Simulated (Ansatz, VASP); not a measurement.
# HfN: VASP beside Ansatz

```
Hf N
1.0
     0.00000    2.33208    2.51619
     2.33208    0.00000    2.51619
     2.33208    2.33208    0.00000
Hf N
1 1
Direct
  0.00000 0.00000 0.00000
  0.75000 0.75000 0.75000
```

Change from the starting cell: strain -0.050 along x and y, +0.025 along z, atoms carried along.

Alike in both runs: task single point; functional PBEsol; k mesh 16 × 16 × 16; occupations gaussian, width 0.15 eV; no spin polarisation.

|  | VASP | Ansatz |
| --- | --- | --- |
| version | VASP 6.6.1 | Ansatz 0.2.0 |
| potentials or method | VASP PAW PBE potentials, release 64 (Hf_pv, N), cutoff 520 eV | scalar-relativistic, plane waves, PAW |
| valence electrons in the cell | 15 | 31 |

|  | VASP | Ansatz | Ansatz less VASP |
| --- | --- | --- | --- |
| gap on the k mesh at the Fermi level (eV) | none | none | - |
| pressure (GPa) | 10.6 | 11.3 | +0.70 |
| traceless stress, the component that is largest in VASP (GPa) | -8.44 | -8.46 | -0.021 |

VASP's potentials were made for PBE, not for PBEsol. A gap of «none» marks a metal or a gap that the smearing closes. With one functional, cell and mesh, what is left measures potentials, basis and numerics. VASP's potentials hold 15 valence electrons a cell and Ansatz's 31, so a difference there can come from the potentials and not from the codes.

Spin-orbit coupling is off throughout.
